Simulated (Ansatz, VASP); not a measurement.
# Hf: VASP beside Ansatz

INCAR

```
SYSTEM = Hf
  PREC = Accurate
  ENCUT = 600
  EDIFF = 1E-6
  ISMEAR = -1
  SIGMA = 0.05
  LREAL = .FALSE.
  LASPH = .TRUE.
  NELM = 60
  ALGO = Normal
  ISIF = 3
  LWAVE = .FALSE.
  LCHARG = .FALSE.
  GGA = PS
  IBRION = 2
  NSW = 100
  EDIFFG = -0.002
```

Contents of KPOINTS:

```
Automatic mesh
0
G
  14 14 8
  0 0 0
```

POSCAR

```
Hf
1.0
    3.1967000000      0.0000000000      0.0000000000
   -1.5983500000      2.7684234083      0.0000000000
    0.0000000000      0.0000000000      5.0578000000
Hf
2
Direct
    0.3333333333      0.6666666667      0.2500000000
    0.6666666667      0.3333333333      0.7500000000
```

Input for Ansatz:

```yaml
crystal:
  lattice:
    - [3.19670000001, 0.0, 0.0]
    - [-1.59835, 2.76842340829, 0.0]
    - [0.0, 0.0, 5.0578]
  atoms:
    - { symbol: Hf, position: [0.333333333333, 0.666666666667, 0.25] }
    - { symbol: Hf, position: [0.666666666667, 0.333333333333, 0.75] }
kpoints:
  mp_grid: { grid: [14, 14, 8] }
scf:
  occupations: { method: fermi_dirac, width: 0.05 }
hamiltonian:
  xc: pbesol
  pseudopotentials: { kind: paw }
relax:
  f_tol: 0.002
  max_steps: 80
  cell: {}
output:
  forces: true
  stress: true
```

Alike in both runs: task relaxation of cell and atoms; functional PBEsol; k mesh 14 × 14 × 8; occupations fermi-dirac, width 0.05 eV; no spin polarisation.

|  | VASP | Ansatz |
| --- | --- | --- |
| version | VASP 6.6.1 | Ansatz 0.2.0 |
| potentials or method | VASP PAW PBE potentials, release 64 (Hf_pv) | PAW with Ansatz's default frozen-core files, scalar-relativistic |
| plane-wave cutoff (eV) | 600 | 420 |
| valence electrons in the cell | 20 | 52 |

VASP gave:

- relaxed volume (Å³/atom): 21.53
- relaxed cell length with the largest relative difference (Å): 4.990

Task: What did Ansatz give for the same quantities?

Result: Relaxed volume (Å³/atom): 21.60; relaxed cell length with the largest relative difference (Å): 4.998.

VASP's potentials were made for PBE, not for PBEsol. VASP's potentials hold 20 valence electrons a cell and Ansatz's 52, so a difference there can come from the potentials and not from the codes.

Neither program's run includes spin-orbit coupling.
